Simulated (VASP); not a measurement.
Wanted: the native input for a VASP 6.6.1 run.

- Task: single point
- Functional: PBE
- Potentials or basis: VASP PAW PBE potentials, release 64 (Si, C)
- Cutoff: 520 eV
- k mesh: 8 × 8 × 8
- Occupations: gaussian, width 0.01 eV
- Spin: no spin polarisation
- Dipole correction: no
- Further INCAR settings: ALGO = Normal; EDIFF = 1e-06; NBANDS = 11

The structure of SiC (Moissanite 3C) lies in POSCAR:

```
SiC
1.0
    0.0000000000      2.1643753983      2.1643753983
    2.1643753983      0.0000000000      2.1643753983
    2.1643753983      2.1643753983      0.0000000000
Si C
1 1
Direct
    0.0000000000      0.0000000000      0.0000000000
    0.2500000000      0.2500000000      0.2500000000
```

One way to write it, as run:

INCAR

```
SYSTEM = SiC
PREC     = Accurate       ! precision mode
ENCUT    = 520            ! plane-wave cutoff, eV
EDIFF    = 1E-6           ! SCF threshold, eV
ISMEAR   = 0              ! smearing method
SIGMA    = 0.01           ! smearing width, eV
LREAL    = .False.        ! projectors in reciprocal space
LASPH    = .True.         ! aspherical terms in the spheres
NELM     = 100            ! most SCF steps
ALGO     = Normal         ! electronic algorithm
ISIF     = 2              ! what is computed and relaxed
LWAVE    = .False.        ! write WAVECAR
LCHARG   = .False.        ! write CHGCAR
GGA      = PE             ! functional
NBANDS   = 11             ! bands
```

KPOINTS

```
regular mesh
0
Gamma
  8 8 8
  0 0 0
```

Potentials or basis: VASP PAW PBE potentials, release 64 (Si, C).

The run is started by

```sh
$ cat potpaw_PBE.64/Si/POTCAR potpaw_PBE.64/C/POTCAR > POTCAR
$ mpirun -np 1 vasp_std > vasp.out
```

It gave:

```yaml
Pressure: 7.9 GPa
Band_gap_on_the_k_mesh: 1.34 eV, indirect (least direct gap 4.56 eV)
```

Run time: 2.3 s on 1 thread of Intel(R) Xeon(R) 6975P-C (Granite Rapids) (shared host), peak memory 0.13 GiB.
